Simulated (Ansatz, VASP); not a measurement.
# One calculation of GaP, two programs

```xyz
2
Lattice="0.0000 2.7529 2.7529 2.7529 0.0000 2.7529 2.7529 2.7529 0.0000" Properties=species:S:1:pos:R:3 pbc="T T T"
Ga    0.0000    0.0000    0.0000
P     1.3765    1.3765    1.3765
```

Alike in both runs: functional PBE; k mesh 8 × 8 × 8; no spin polarisation.

Ansatz relaxed the structure, and its values are those at the end. VASP's run is a single point on that final structure, the one shown.

|  | VASP | Ansatz |
| --- | --- | --- |
| version | VASP 6.6.1 | Ansatz 0.2.0 |
| potentials or method | VASP PAW PBE potentials, release 64 (Ga_d, P), cutoff 500 eV | scalar-relativistic, plane waves, PAW |
| occupations | gaussian, width 0.01 eV | fixed |
| valence electrons in the cell | 18 | 18 |

VASP gave:

| Property | Result |
| --- | --- |
| gap on the k mesh at the Fermi level (eV) | 1.58 |
| least direct gap on the mesh (eV) | 1.58 |
| pressure (GPa) | -0.1 |

Q: What did Ansatz give for the same quantities?

A: gap on the k mesh at the Fermi level (eV): 1.58; least direct gap on the mesh (eV): 1.58; pressure (GPa): 0.0.
